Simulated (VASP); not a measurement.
Runs of VASP 6.6.1 on SnO2. The structure is that of space group Fm-3m (No. 225), or close to it. The cells are those of the table. 

| level | potentials or basis | cell | cutoff (eV) | smearing | second run | gap on the mesh (eV) | pressure (GPa) |
| --- | --- | --- | --- | --- | --- | --- | --- |
| r2SCAN | VASP PAW PBE potentials, release 64 (Sn_d, O) | a = 3.605, b = 3.605, c = 3.637 Å, angles 59.7, 59.7, 60.6°, 3 atoms | 520 | fermi-dirac 0.02 eV | - | 0.50 | (c) |
| r2SCAN | VASP PAW PBE potentials, release 64 (Sn_d, O) | a = 3.475 Å, angles 60.0°, 3 atoms | 520 | gaussian 0.01 eV | - | 1.87 | 27.8 |
| r2SCAN | VASP PAW PBE potentials, release 64 (Sn_d, O) | a = 3.637, b = 3.637, c = 3.583 Å, angles 60.5, 60.5, 59.0°, 3 atoms | 520 | fermi-dirac 0.02 eV | - | 0.40 | -5.0 |
| r2SCAN | VASP PAW PBE potentials, release 64 (Sn_d, O_h) | a = 3.583 Å, angles 60.0°, 3 atoms | 910 | gaussian 0.01 eV | hard_potentials | 0.86 | 1.0 |
| PBE | VASP PAW PBE potentials, release 64 (Sn_d, O) | a = 3.605, b = 3.605, c = 3.637 Å, angles 59.7, 59.7, 60.6°, 3 atoms | 520 | fermi-dirac 0.02 eV | - | none | 4.3 |
| PBE | VASP PAW PBE potentials, release 64 (Sn_d, O) | a = 3.583 Å, angles 60.0°, 3 atoms | 520 | fermi-dirac 0.02 eV | - | (b) | 10.0 |
| r2SCAN | VASP PAW PBE potentials, release 64 (Sn_d, O) | a = 3.583, b = 3.674, c = 3.674 Å, angles 58.4, 60.8, 60.8°, 3 atoms | 520 | fermi-dirac 0.02 eV | - | 0.08 | -8.5 |
| r2SCAN | VASP PAW PBE potentials, release 64 (Sn_d, O) | a = 3.637 Å, angles 60.0°, 3 atoms | 520 | fermi-dirac 0.02 eV | - | 0.40 | (d) |
| r2SCAN | VASP PAW PBE potentials, release 64 (Sn_d, O) | a = 3.583 Å, angles 60.0°, 3 atoms | 520 | gaussian 0.01 eV | - | 0.86 | (a) |
| r2SCAN | VASP PAW PBE potentials, release 64 (Sn_d, O_h) | a = 3.583, b = 3.674, c = 3.674 Å, angles 58.4, 60.8, 60.8°, 3 atoms | 910 | fermi-dirac 0.02 eV | hard_potentials | 0.08 | -8.8 |

Alike in all rows: task single point; no spin polarisation; k mesh 8 × 8 × 8.

Fill in the values left out.

(a) 1.4; (b) 0.28; (c) -4.5; (d) -8.0.

Caveats: spin-orbit coupling is left out, which moves the levels of the heavy elements; the PAW data sets were made with another functional, which shifts forces and pressure a little (some runs); the cutoff is under 1.25 times the usual one of these potentials, so pressure, stress and relaxed cells hold a basis-set (Pulay) error (some runs).

A k mesh can miss the band edges, and the runs leave out spin-orbit coupling on Sn.

A gap of «none» marks levels without a gap at the run's occupations.
